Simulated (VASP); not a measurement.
Tl, 2 atoms in the cell. The structure is hexagonal, space group P6_3/mmc (No. 194). The conventional cell has a = 3.456 Å, b = 3.456 Å, c = 5.525 Å, α = 90.00°, β = 90.00°, γ = 120.00°. Within 4.5 Å of Tl (site symmetry -6m2) lie 12 Tl at 3.41 to 3.46 Å. 

| Item | Value |
| --- | --- |
| Program | VASP 6.6.1 |
| Task | electric field gradients |
| Functional | LDA |
| Potentials or basis | VASP PAW LDA potentials, release 64 (Tl_d) |
| Cutoff | 520 eV |
| k mesh | 11 × 11 × 6 |
| Occupations | fermi-dirac, width 0.05 eV |
| Spin | no spin polarisation |
| Dipole correction | no |
| Further INCAR settings | ALGO = Normal; EDIFF = 1e-08; NBANDS = 20 |

Potentials or basis: VASP PAW LDA potentials, release 64 (Tl_d).

Launch:

```console
$ cat potpaw_LDA.64/Tl_d/POTCAR > POTCAR
$ mpirun -np 1 vasp_std > vasp.out
```

Hardware: 1 thread of Oxide Virtual Turin-like Processor, on a shared host.

Q: Estimate the wall time of this run.

A: It took 74 s on 1 thread of Oxide Virtual Turin-like Processor, with other jobs on the host, peak memory 0.16 GiB. Counts: scf iterations 12, k points 64.
